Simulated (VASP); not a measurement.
# MnS (F-43m) in VASP: further runs

The runs below take MnS through single point, with LDA+U.

All numbers are computed with VASP 6.6.1; they aren't measurements. Logs are shortened: lines on timing, memory, paths and dates and some standing lists are left out, and cuts for length are marked.

### 1 The cell of the first run

Symmetry: F-43m, No. 216, cubic system. Conventional cell: a = 5.746 Å, b = 5.746 Å, c = 5.746 Å, α = 90.00°, β = 90.00°, γ = 90.00°. Within 3.3 Å of Mn (site symmetry -43m) lie 4 S at 2.49 Å. Within 3.3 Å of S (site symmetry -43m) lie 4 Mn at 2.49 Å.

### 2 Single point, LDA+U, collinear spin, ferromagnetic start

INCAR

```
PREC = Accurate ; ENCUT = 520
EDIFF = 1E-7 ; ISMEAR = 1
SIGMA = 0.1 ; LREAL = F
LASPH = T ; NELM = 150
ALGO = Normal ; ISIF = 2
LWAVE = F ; LCHARG = F
ISPIN = 2 ; MAGMOM = 2.8 0
LORBIT = 11 ; LMAXMIX = 4
LDAU = T ; LDAUTYPE = 1
LDAUL = 2 -1 ; LDAUU = 4.9 0
LDAUJ = 0.9 0 ; LDAUPRINT = 1
GGA = CA ; NBANDS = 20
```

KPOINTS

```
Automatic mesh
0
Gamma
  7 7 7
```

POSCAR

```
MnS
1.0
    0.0000000000      2.8727595904      2.8727595904
    2.8727595904      0.0000000000      2.8727595904
    2.8727595904      2.8727595904      0.0000000000
Mn S
1 1
Direct
    0.0000000000      0.0000000000      0.0000000000
    0.2500000000      0.2500000000      0.2500000000
```

Potentials or basis: VASP PAW LDA potentials, release 64 (Mn_pv, S).

On the command line:

```console
cat potpaw_LDA.64/Mn_pv/POTCAR potpaw_LDA.64/S/POTCAR > POTCAR
mpirun -np 1 vasp_std > vasp.out
```

OUTCAR:

```text
PREC = Accurate
   ENCUT = 520
   EDIFF = 1E-7
   ISMEAR = 1
   LREAL = F
   LASPH = T
   NELM = 150
   ISIF = 2
   ISPIN = 2
   LORBIT = 11
   GGA = CA

 ion  position               nearest neighbor table
   1  0.000  0.000  0.000-   2 2.49   2 2.49   2 2.49   2 2.49
   2  0.250  0.250  0.250-   1 2.49   1 2.49   1 2.49   1 2.49

  LATTYP: Found a face centered cubic cell.
 ALAT       =     5.7455191808

  Lattice vectors:

 A1 = (   0.0000000000,   2.8727595904,   2.8727595904)
 A2 = (   2.8727595904,   0.0000000000,   2.8727595904)
 A3 = (   2.8727595904,   2.8727595904,   0.0000000000)

Analysis of symmetry for initial positions (statically):
=====================================================================
 Subroutine PRICEL returns:
 Original cell was already a primitive cell.

 Routine SETGRP: Setting up the symmetry group for a
 face centered cubic supercell.

 Subroutine GETGRP returns: Found 24 space group operations
 (whereof 24 operations were pure point group operations)
 out of a pool of 48 trial point group operations.

The static configuration has the point symmetry T_d .

Analysis of symmetry for dynamics (positions and initial velocities):
=====================================================================
 Subroutine PRICEL returns:
 Original cell was already a primitive cell.

 Routine SETGRP: Setting up the symmetry group for a
 face centered cubic supercell.

 Subroutine GETGRP returns: Found 24 space group operations
 (whereof 24 operations were pure point group operations)
 out of a pool of 48 trial point group operations.

The dynamic configuration has the point symmetry T_d .

Analysis of structural, dynamic, and magnetic symmetry:
=====================================================================
 Subroutine PRICEL returns:
 Original cell was already a primitive cell.

 Routine SETGRP: Setting up the symmetry group for a
 face centered cubic supercell.

 Subroutine GETGRP returns: Found 24 space group operations
 (whereof 24 operations were pure point group operations)
 out of a pool of 48 trial point group operations.

The overall configuration has the point symmetry T_d .

 Subroutine INISYM returns: Found 24 space group operations
 (whereof 24 operations are pure point group operations),
[... 161 lines left out ...]
  o =  0.9325  v =  0.0000  0.0000 -0.9955  0.0000  0.0948  0.0000  0.0000  0.0000  0.0000  0.0000      0.0000  0.0000  0.0000  0.0000  0.0000  0.0000  0.0000  0.0000  0.0000  0.0000
  o =  0.9325  v =  0.0000 -0.0000  0.0948 -0.0000  0.9955  0.0000  0.0000  0.0000  0.0000  0.0000      0.0000  0.0000  0.0000  0.0000  0.0000  0.0000  0.0000  0.0000  0.0000  0.0000
  o =  0.9388  v =  1.0000  0.0000  0.0000  0.0000  0.0000  0.0000  0.0000  0.0000  0.0000  0.0000      0.0000  0.0000  0.0000  0.0000  0.0000  0.0000  0.0000  0.0000  0.0000  0.0000
  o =  0.9388  v =  0.0000  0.9656  0.0000  0.2599  0.0000  0.0000  0.0000  0.0000  0.0000  0.0000      0.0000  0.0000  0.0000  0.0000  0.0000  0.0000  0.0000  0.0000  0.0000  0.0000
  o =  0.9388  v =  0.0000 -0.2599 -0.0000  0.9656  0.0000  0.0000  0.0000  0.0000  0.0000  0.0000      0.0000  0.0000  0.0000  0.0000  0.0000  0.0000  0.0000  0.0000  0.0000  0.0000

 number of electron      19.0000017 magnetization       5.0000466

 Free energy of the ion-electron system (eV)
  ---------------------------------------------------
  ext. energy  EPLUGINS =         0.00000000
  ---------------------------------------------------
  free energy    TOTEN  =       -13.51085595 eV

  energy without entropy =      -13.51089138  energy(sigma->0) =      -13.51086776

 E-fermi :   3.2618     XC(G=0):  -9.3638

 val. band max:        3.1802404018   @ k =   0.0000   0.0000   0.0000
 cond. band min:       4.2779734874   @ k =   0.0000   0.0000   0.0000
 fundamental gap:      1.0977330855
 Fermi energy:         3.2617799761

 spin component 1

 k-point     1 :       0.0000    0.0000    0.0000
  band No.  band energies     occupation
      1     -46.7811      1.00000
      2     -46.7811      1.00000
      3     -46.7811      1.00000
      4      -9.6719      1.00000
      5      -2.1049      1.00000
      6      -2.1049      1.00000
[... 436 lines left out ...]
      6      -1.6474      1.00000
[... 12 lines left out ...]
     19      16.7523      0.00000
     20      17.1431      0.00000
 Fermi energy:         3.2617799761

 spin component 2

 k-point     1 :       0.0000    0.0000    0.0000
  band No.  band energies     occupation
      1     -42.3185      1.00000
      2     -42.3185      1.00000
      3     -42.3185      1.00000
      4      -9.4275      1.00000
      5       0.9928      1.00000
      6       0.9928      1.00000
[... 449 lines left out ...]
     19      17.4939      0.00000
     20      17.7046      0.00000

------------------------ aborting loop because EDIFF is reached ----------------------------------------

  FORCE on cell =-STRESS in cart. coord.  units (eV):
  Direction    XX          YY          ZZ          XY          YZ          ZX
  --------------------------------------------------------------------------------------
  -------------------------------------------------------------------------------------
  Total       -1.3607917     -1.3607917     -1.3607917      0.0000000      0.0000000      0.0000000
  in kB      -45.9805739    -45.9805739    -45.9805739      0.0000000      0.0000000      0.0000000
  external PRESSURE =     -45.9805739 kB  Pullay stress =       0.0000000 kB

 VOLUME and BASIS-vectors are now :
 -----------------------------------------------------------------------------
  energy-cutoff  :      520.00
  volume of cell :       47.42
      direct lattice vectors                 reciprocal lattice vectors
     0.000000000  2.872759590  2.872759590    -0.174048675  0.174048675  0.174048675
     2.872759590  0.000000000  2.872759590     0.174048675 -0.174048675  0.174048675
     2.872759590  2.872759590  0.000000000     0.174048675  0.174048675 -0.174048675

 POSITION                                       TOTAL-FORCE (eV/Angst)
 -----------------------------------------------------------------------------------
      0.00000      0.00000      0.00000         0.000000      0.000000      0.000000
      1.43638      1.43638      1.43638        -0.000000     -0.000000     -0.000000
 -----------------------------------------------------------------------------------
    total drift:                               -0.000000     -0.000000     -0.000001

  FREE ENERGIE OF THE ION-ELECTRON SYSTEM (eV)
  ---------------------------------------------------
  free  energy   TOTEN  =       -13.5108559510 eV

  energy  without entropy=      -13.5108913808  energy(sigma->0) =      -13.51086776

 total charge

# of ion       s       p       d       tot
------------------------------------------
    1        0.261   6.193   4.867  11.321
    2        1.313   2.429   0.000   3.742
--------------------------------------------------
tot          1.574   8.622   4.867  15.063

 magnetization (x)

# of ion       s       p       d       tot
------------------------------------------
    1        0.041   0.048   4.468   4.557
    2        0.006   0.032   0.000   0.038
--------------------------------------------------
tot          0.047   0.080   4.468   4.595
```

It took 46 s on 1 thread of Intel Xeon 8259CL, shared host; peak memory 0.17 GiB.

Results:

```yaml
Free_energy: -13.5109 eV
Pressure: -4.6 GPa
Band_gap_on_the_k_mesh: 1.10 eV
Net_moment: 5.00 μB per cell
Site_moments: Mn +4.56; S +0.04 μB
Valence_electrons_inside_the_program's_atomic_spheres: Mn 11.32; S 3.74
```

Eigenvalues of the final occupation matrices:
```
    site  spin  trace               eigenvalues
site 1 d     1   4.68  0.93 0.93 0.94 0.94 0.94
site 1 d     2   0.20  0.02 0.02 0.06 0.06 0.06
```

Caveat: the cell stands under tension; an odd mesh through Γ misses points on the zone boundary, where band edges can lie; a cell with one magnetic atom can't hold antiferromagnetic order, which such compounds often take. The state reached can hang on the start; a lower one may exist.

### 3 Single point, LDA+U, collinear spin, ferromagnetic start

This run uses another cell than the first one, of 24.59 Å³/atom.

INCAR

```
SYSTEM = MnS
  PREC = Accurate
  ENCUT = 520
  EDIFF = 1E-7
  ISMEAR = 1
  SIGMA = 0.1
  LREAL = .FALSE.
  LASPH = .TRUE.
  NELM = 150
  ALGO = Normal
  ISIF = 2
  LWAVE = .FALSE.
  LCHARG = .FALSE.
  ISPIN = 2
  MAGMOM = 2.8 0
  LORBIT = 11
  LMAXMIX = 4
  LDAU = .TRUE.
  LDAUTYPE = 1
  LDAUL = 2 -1
  LDAUU = 4.9 0
  LDAUJ = 0.9 0
  LDAUPRINT = 1
  GGA = CA
  NBANDS = 20
```

KPOINTS

```
regular mesh
0
G
  7 7 7
  0 0 0
```

POSCAR

```
MnS
1.0
    0.0000000000      2.9077966970      2.9077966970
    2.9077966970      0.0000000000      2.9077966970
    2.9077966970      2.9077966970      0.0000000000
Mn S
1 1
Direct
    0.0000000000      0.0000000000      0.0000000000
    0.2500000000      0.2500000000      0.2500000000
```

Potentials or basis: VASP PAW LDA potentials, release 64 (Mn_pv, S).

On the command line:

```console
cat potpaw_LDA.64/Mn_pv/POTCAR potpaw_LDA.64/S/POTCAR > POTCAR
mpirun -np 1 vasp_std > vasp.out
```

OUTCAR:

```text
SYSTEM = MnS
   PREC = Accurate
   ENCUT = 520
   EDIFF = 1E-7
   ISMEAR = 1
   LREAL = .FALSE.
   LASPH = .TRUE.
   NELM = 150
   ISIF = 2
   ISPIN = 2
   LORBIT = 11
   GGA = CA

 ion  position               nearest neighbor table
   1  0.000  0.000  0.000-   2 2.52   2 2.52   2 2.52   2 2.52
   2  0.250  0.250  0.250-   1 2.52   1 2.52   1 2.52   1 2.52

  LATTYP: Found a face centered cubic cell.
 ALAT       =     5.8155933940

  Lattice vectors:

 A1 = (   0.0000000000,   2.9077966970,   2.9077966970)
 A2 = (   2.9077966970,   0.0000000000,   2.9077966970)
 A3 = (   2.9077966970,   2.9077966970,   0.0000000000)

Analysis of symmetry for initial positions (statically):
=====================================================================
 Subroutine PRICEL returns:
 Original cell was already a primitive cell.

 Routine SETGRP: Setting up the symmetry group for a
 face centered cubic supercell.

 Subroutine GETGRP returns: Found 24 space group operations
 (whereof 24 operations were pure point group operations)
 out of a pool of 48 trial point group operations.

The static configuration has the point symmetry T_d .

Analysis of symmetry for dynamics (positions and initial velocities):
=====================================================================
 Subroutine PRICEL returns:
 Original cell was already a primitive cell.

 Routine SETGRP: Setting up the symmetry group for a
 face centered cubic supercell.

 Subroutine GETGRP returns: Found 24 space group operations
 (whereof 24 operations were pure point group operations)
 out of a pool of 48 trial point group operations.

The dynamic configuration has the point symmetry T_d .

Analysis of structural, dynamic, and magnetic symmetry:
=====================================================================
 Subroutine PRICEL returns:
 Original cell was already a primitive cell.

 Routine SETGRP: Setting up the symmetry group for a
 face centered cubic supercell.

 Subroutine GETGRP returns: Found 24 space group operations
 (whereof 24 operations were pure point group operations)
 out of a pool of 48 trial point group operations.

The overall configuration has the point symmetry T_d .

 Subroutine INISYM returns: Found 24 space group operations
 (whereof 24 operations are pure point group operations),
 and found     1 'primitive' translations

----------------------------------------------------------------------------------------

                                     Primitive cell

  volume of cell :      49.1725

  direct lattice vectors                    reciprocal lattice vectors
     0.000000000  2.907796697  2.907796697    -0.171951499  0.171951499  0.171951499
     2.907796697  0.000000000  2.907796697     0.171951499 -0.171951499  0.171951499
     2.907796697  2.907796697  0.000000000     0.171951499  0.171951499 -0.171951499

[... 115 lines left out ...]
  energy-cutoff  :      520.00
  volume of cell :       49.17
 maximum number of plane-waves:      1363
   NGX = 15   NGY = 15   NGZ = 15

atom =   1  type =  1  l = 2

 onsite density matrix

spin component  1

  0.9393  0.0000 -0.0000  0.0000  0.0000
  0.0000  0.9393 -0.0000  0.0000  0.0000
 -0.0000 -0.0000  0.9332 -0.0000  0.0000
  0.0000  0.0000 -0.0000  0.9393  0.0000
  0.0000  0.0000  0.0000  0.0000  0.9332

spin component  2

  0.0536 -0.0000  0.0000 -0.0000 -0.0000
 -0.0000  0.0536  0.0000 -0.0000 -0.0000
  0.0000  0.0000  0.0150 -0.0000 -0.0000
 -0.0000 -0.0000 -0.0000  0.0536 -0.0000
 -0.0000 -0.0000 -0.0000 -0.0000  0.0150

 occupancies and eigenvectors

  o =  0.0150  v =  0.0000  0.0000  0.0000  0.0000  0.0000  0.0000 -0.0000 -0.7487 -0.0000 -0.6629      0.0000  0.0000  0.0000  0.0000  0.0000  0.0000  0.0000  0.0000  0.0000  0.0000
  o =  0.0150  v =  0.0000  0.0000  0.0000  0.0000  0.0000  0.0000  0.0000 -0.6629 -0.0000  0.7487      0.0000  0.0000  0.0000  0.0000  0.0000  0.0000  0.0000  0.0000  0.0000  0.0000
  o =  0.0536  v =  0.0000  0.0000  0.0000  0.0000  0.0000  1.0000  0.0023  0.0000  0.0014 -0.0000      0.0000  0.0000  0.0000  0.0000  0.0000  0.0000  0.0000  0.0000  0.0000  0.0000
  o =  0.0536  v =  0.0000  0.0000  0.0000  0.0000  0.0000  0.0023 -0.9999  0.0000 -0.0120  0.0000      0.0000  0.0000  0.0000  0.0000  0.0000  0.0000  0.0000  0.0000  0.0000  0.0000
  o =  0.0536  v =  0.0000  0.0000  0.0000  0.0000  0.0000  0.0013  0.0120  0.0000 -0.9999  0.0000      0.0000  0.0000  0.0000  0.0000  0.0000  0.0000  0.0000  0.0000  0.0000  0.0000
  o =  0.9332  v =  0.0000  0.0000  0.9954  0.0000 -0.0961  0.0000  0.0000  0.0000  0.0000  0.0000      0.0000  0.0000  0.0000  0.0000  0.0000  0.0000  0.0000  0.0000  0.0000  0.0000
  o =  0.9332  v =  0.0000 -0.0000  0.0961  0.0000  0.9954  0.0000  0.0000  0.0000  0.0000  0.0000      0.0000  0.0000  0.0000  0.0000  0.0000  0.0000  0.0000  0.0000  0.0000  0.0000
  o =  0.9393  v =  0.0000  0.0987  0.0000 -0.9951 -0.0000  0.0000  0.0000  0.0000  0.0000  0.0000      0.0000  0.0000  0.0000  0.0000  0.0000  0.0000  0.0000  0.0000  0.0000  0.0000
  o =  0.9393  v =  0.0000 -0.9951  0.0000 -0.0987 -0.0000  0.0000  0.0000  0.0000  0.0000  0.0000      0.0000  0.0000  0.0000  0.0000  0.0000  0.0000  0.0000  0.0000  0.0000  0.0000
  o =  0.9393  v =  1.0000  0.0000  0.0000  0.0000  0.0000  0.0000  0.0000  0.0000  0.0000  0.0000      0.0000  0.0000  0.0000  0.0000  0.0000  0.0000  0.0000  0.0000  0.0000  0.0000

 number of electron      19.0000012 magnetization       4.9999188

 Free energy of the ion-electron system (eV)
  ---------------------------------------------------
  ext. energy  EPLUGINS =         0.00000000
  ---------------------------------------------------
  free energy    TOTEN  =       -13.45185525 eV

  energy without entropy =      -13.45189650  energy(sigma->0) =      -13.45186900

 E-fermi :   2.8765     XC(G=0):  -9.2081

 val. band max:        2.7965386122   @ k =   0.0000   0.0000   0.0000
 cond. band min:       3.8530788151   @ k =   0.0000   0.0000   0.0000
 fundamental gap:      1.0565402029
 Fermi energy:         2.8764559702

 spin component 1

 k-point     1 :       0.0000    0.0000    0.0000
  band No.  band energies     occupation
      1     -47.1164      1.00000
      2     -47.1164      1.00000
      3     -47.1164      1.00000
      4      -9.8026      1.00000
      5      -2.3348      1.00000
      6      -2.3348      1.00000
[... 436 lines left out ...]
      6      -1.9049      1.00000
[... 12 lines left out ...]
     19      16.2331      0.00000
     20      16.6006      0.00000
 Fermi energy:         2.8764559702

 spin component 2

 k-point     1 :       0.0000    0.0000    0.0000
  band No.  band energies     occupation
      1     -42.6374      1.00000
      2     -42.6374      1.00000
      3     -42.6374      1.00000
      4      -9.5783      1.00000
      5       0.7812      1.00000
      6       0.7812      1.00000
[... 449 lines left out ...]
     19      16.9689      0.00000
     20      17.1413      0.00000

------------------------ aborting loop because EDIFF is reached ----------------------------------------

  FORCE on cell =-STRESS in cart. coord.  units (eV):
  Direction    XX          YY          ZZ          XY          YZ          ZX
  --------------------------------------------------------------------------------------
  -------------------------------------------------------------------------------------
  Total       -1.9024750     -1.9024750     -1.9024750     -0.0000000      0.0000000      0.0000000
  in kB      -61.9879726    -61.9879726    -61.9879726     -0.0000000      0.0000000      0.0000000
  external PRESSURE =     -61.9879726 kB  Pullay stress =       0.0000000 kB

 VOLUME and BASIS-vectors are now :
 -----------------------------------------------------------------------------
  energy-cutoff  :      520.00
  volume of cell :       49.17
      direct lattice vectors                 reciprocal lattice vectors
     0.000000000  2.907796697  2.907796697    -0.171951499  0.171951499  0.171951499
     2.907796697  0.000000000  2.907796697     0.171951499 -0.171951499  0.171951499
     2.907796697  2.907796697  0.000000000     0.171951499  0.171951499 -0.171951499

 POSITION                                       TOTAL-FORCE (eV/Angst)
 -----------------------------------------------------------------------------------
      0.00000      0.00000      0.00000         0.000000      0.000000      0.000000
      1.45390      1.45390      1.45390        -0.000000     -0.000000     -0.000000
 -----------------------------------------------------------------------------------
    total drift:                                0.000000      0.000000      0.000000

  FREE ENERGIE OF THE ION-ELECTRON SYSTEM (eV)
  ---------------------------------------------------
  free  energy   TOTEN  =       -13.4518552468 eV

  energy  without entropy=      -13.4518965003  energy(sigma->0) =      -13.45186900

 total charge

# of ion       s       p       d       tot
------------------------------------------
    1        0.255   6.180   4.859  11.293
    2        1.314   2.414   0.000   3.728
--------------------------------------------------
tot          1.569   8.594   4.859  15.021

 magnetization (x)

# of ion       s       p       d       tot
------------------------------------------
    1        0.041   0.045   4.483   4.569
    2        0.006   0.026   0.000   0.032
--------------------------------------------------
tot          0.047   0.071   4.483   4.602
```

stdout:

```text
POSCAR found type information on POSCAR MnS
 POSCAR found :  2 types and       2 ions
 scaLAPACK will be used
 LDA part: xc-table for (Slater(with rela. corr.)+CA(PZ))
 , standard interpolation
 POSCAR, INCAR and KPOINTS ok, starting setup
 FFT: planning ... GRIDC
 FFT: planning ... GRID_SOFT
 FFT: planning ... GRID
 WAVECAR not read
 entering main loop
```

Wall time 39 s (1 thread of Intel Xeon 8259CL, shared host); peak memory 0.18 GiB.

What came out:

- Free energy: -13.4519 eV
- Pressure: -6.2 GPa
- Band gap on the k mesh: 1.06 eV
- Net moment: 5.00 μB per cell
- Site moments: Mn +4.57; S +0.03 μB
- Valence electrons inside the program's atomic spheres: Mn 11.29; S 3.73

Levels at points of the mesh, in eV from the valence-band top:
Spin up:
| k point | band 9 | band 10 | band 11 | band 12 | band 13 | band 14 | band 15 | band 16 |
| --- | --- | --- | --- | --- | --- | --- | --- | --- |
| (0.00, 0.00, 0.00) | -4.26 | 0.00 | 0.00 | 0.00 | 1.06 | 6.17 | 6.17 | 6.17 |
Spin down:
| k point | band 5 | band 6 | band 7 | band 8 | band 9 | band 10 |
| --- | --- | --- | --- | --- | --- | --- |
| (0.00, 0.00, 0.00) | -2.02 | -2.02 | -2.02 | 1.79 | 2.75 | 2.75 |

Eigenvalues of the final occupation matrices:
```tsv
site	spin	trace	eigenvalues
site 1 d	1	4.68	0.93 0.93 0.94 0.94 0.94
site 1 d	2	0.19	0.01 0.01 0.05 0.05 0.05
```

Caveat: the cell stands under tension; an odd mesh through Γ misses points on the zone boundary, where band edges can lie; a cell with one magnetic atom can't hold antiferromagnetic order, which such compounds often take.
